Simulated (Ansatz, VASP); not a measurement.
B3As4 in VASP and in Ansatz

```
B As
1.0
     5.38501    0.00000    0.00000
    -2.69250    4.66355    0.00000
     0.00000    0.00000    6.76997
B As
3 4
Direct
  0.00000 0.00000 0.76739
  0.00000 0.00000 0.23261
  0.00000 0.00000 0.00000
  0.50000 0.00000 0.00000
  0.00000 0.50000 0.00000
  0.50000 0.50000 0.00000
  0.00000 0.00000 0.50000
```

Alike in both runs: functional PBE; k mesh 5 × 5 × 2; occupations gaussian, width 0.2 eV; no spin polarisation.

Ansatz relaxed the structure, and its values are those at the end. VASP's run is a single point on that final structure, the one shown.

|  | VASP | Ansatz |
| --- | --- | --- |
| version | VASP 6.6.1 | Ansatz 0.2.0 |
| potentials or method | VASP PAW PBE potentials, release 64 (B, As), cutoff 500 eV | scalar-relativistic, plane waves, PAW |
| valence electrons in the cell | 29 | 69 |

```tsv
	VASP	Ansatz	Ansatz less VASP
gap on the k mesh at the Fermi level (eV)	none	none	-
pressure (GPa)	0.1	0.0	-0.18
rms of the force components (eV/Å)	0.044	0.003	-0.0415
```

A gap of «none» marks a metal or a gap that the smearing closes. VASP's potentials hold 29 valence electrons a cell and Ansatz's 69, so a difference there can come from the potentials and not from the codes.

The k mesh is coarse, so the values compare programs but aren't converged.
